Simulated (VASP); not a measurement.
TePb, 2 atoms in the cell. Symmetry: Pm-3m, No. 221, cubic system. The conventional cell has a = 3.887 Å, b = 3.887 Å, c = 3.887 Å, α = 90.00°, β = 90.00°, γ = 90.00°. Within 4.4 Å of Te (site symmetry m-3m) lie 8 Pb at 3.37 Å and 6 Te at 3.89 Å. Within 4.4 Å of Pb (site symmetry m-3m) lie 8 Te at 3.37 Å and 6 Pb at 3.89 Å.  This cell differs from its parent crystal: volume scaled by 0.97.

```yaml
Program: VASP 6.6.1
Task: single point
Functional: PBE
Dispersion: D3(BJ)
Potentials_or_basis: VASP PAW PBE potentials, release 64 (Te, Pb_d)
Cutoff: 520 eV
k_mesh: 10 × 10 × 10
Occupations: gaussian, width 0.1 eV
Spin: no spin polarisation
Dipole_correction: no
Further_INCAR_settings: ALGO = Normal; EDIFF = 1e-06; NBANDS = 17
```

Potentials or basis: VASP PAW PBE potentials, release 64 (Te, Pb_d).

Run with:

```bash
$ cat potpaw_PBE.64/Te/POTCAR potpaw_PBE.64/Pb_d/POTCAR > POTCAR
$ mpirun -np 1 vasp_std > vasp.out
```

Hardware: 1 thread of Intel(R) Xeon(R) Platinum 8259CL CPU @ 2.50GHz (Skylake/Cascade Lake), on a shared host.

Q: Estimate the wall time of this run.

A: Run time: 58 s on 1 thread of Intel(R) Xeon(R) Platinum 8259CL CPU @ 2.50GHz (Skylake/Cascade Lake), on a shared host, peak memory 0.21 GiB. Counts: scf iterations 12, k points 56.
